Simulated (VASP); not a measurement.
Here is a VASP 6.6.1 calculation.

Contents of INCAR:

```
PREC = Accurate
ENCUT = 520
EDIFF = 1E-6
ISMEAR = 0
SIGMA = 0.15
LREAL = F
LASPH = T
NELM = 100
ALGO = Fast
ISIF = 2
LWAVE = F
LCHARG = F
GGA = PE
NBANDS = 12
```

KPOINTS

```
regular mesh
0
Gamma
  20 20 20
```

The input POSCAR:

```
Ag
1.0
   -1.6556540000      1.5935669750      1.5935669750
    1.6556540000     -1.7177410250      1.7177410250
    1.6556540000      1.7177410250     -1.7177410250
Ag
1
Direct
    0.0000000000      0.0000000000      0.0000000000
```

Potentials or basis: VASP PAW PBE potentials, release 64 (Ag).

Launch:

```sh
$ cat potpaw_PBE.64/Ag/POTCAR > POTCAR
$ mpirun -np 1 vasp_std > vasp.out
```

(1) Estimate the band gap on the k mesh.

(2) Estimate the pressure.

## Answers

(1) zero (an odd number of electrons rules out a gap without spin polarisation).

(2) -0.3 GPa.

Caveat: the cell differs from its parent crystal (strain -0.0750 x Voigt [0, 0, 0, 1, 0, 0]).
